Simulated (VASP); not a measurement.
A run of VASP 6.6.1 is set up as follows.

The input POSCAR:

```
CuI
1.0
    0.0000000000      3.0120290156      3.0120290156
    3.0120290156      0.0000000000      3.0120290156
    3.0120290156      3.0120290156      0.0000000000
Cu I
1 1
Direct
    0.0000000000      0.0000000000      0.0000000000
    0.2500000000      0.2500000000      0.2500000000
```

Contents of INCAR.step1:

```
PREC = Accurate ; ENCUT = 520
EDIFF = 1E-5 ; ISMEAR = 1
SIGMA = 0.2 ; LREAL = False
LASPH = True ; NELM = 80
ALGO = Normal ; ISIF = 2
LWAVE = True ; LCHARG = False
GGA = PE ; NBANDS = 16
```

INCAR.step2

```
PREC = Accurate ; ENCUT = 520
EDIFF = 1E-6 ; ISMEAR = 1
SIGMA = 0.2 ; LREAL = False
LASPH = True ; NELM = 80
ALGO = Normal ; ISIF = 2
LWAVE = False ; LCHARG = False
GGA = PE ; LHFCALC = True
HFSCREEN = 0.2079 ; PRECFOCK = Normal
ISTART = 1 ; NBANDS = 16
```

Contents of KPOINTS:

```
Automatic mesh
0
Gamma
  4 4 4
```

Potentials or basis: VASP PAW PBE potentials, release 64 (Cu, I).

Run with:

```console
$ cat potpaw_PBE.64/Cu/POTCAR potpaw_PBE.64/I/POTCAR > POTCAR
$ cp INCAR.step1 INCAR
$ mpirun -np 1 vasp_std > vasp.out
$ cp INCAR.step2 INCAR
$ mpirun -np 1 vasp_std > vasp.out
```

Q: What does it give for the pressure?

A: 1.4 GPa.

Q: Estimate the band gap on the k mesh.

A: 2.63 eV, direct.

Caveat: the k points lie up to 0.45 Å⁻¹ apart; the PAW data sets were made with another functional, which shifts forces and pressure a little; spin-orbit coupling is left out, which moves the levels of the heavy elements.
